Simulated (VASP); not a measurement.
Here is a VASP 6.6.1 calculation.

File INCAR:

```
ALGO = Normal
EDIFF = 1E-6
ENCUT = 520
GGA = PE
ISIF = 2
ISMEAR = 0
LASPH = T
LCHARG = F
LREAL = F
LWAVE = F
NBANDS = 22
NELM = 100
PREC = Accurate
SIGMA = 0.15
```

File KPOINTS:

```
k-points
0
Gamma
  10 10 10
```

Contents of POSCAR:

```
InSb3
1.0
    4.8233435725      0.0000000000      0.0000000000
    0.0000000000      4.8233435725      0.0000000000
    0.0000000000      0.0000000000      4.5392486361
In Sb
1 3
Direct
    0.0000000000      0.0000000000      0.0000000000
    0.5000000000      0.0000000000      0.5000000000
    0.0000000000      0.5000000000      0.5000000000
    0.5000000000      0.5000000000      0.0000000000
```

Potentials or basis: VASP PAW PBE potentials, release 64 (In_d, Sb).

Launch:

```console
$ cat potpaw_PBE.64/In_d/POTCAR potpaw_PBE.64/Sb/POTCAR > POTCAR
$ mpirun -np 1 vasp_std > vasp.out
```

Q: What does it give for the pressure?

A: 3.1 GPa.

Q: Estimate the band gap on the k mesh.

A: Zero (band 14 reaches 11.73 eV, above the bottom of band 15 at 7.24 eV).

Caveat: spin-orbit coupling is left out, which moves the levels of the heavy elements.
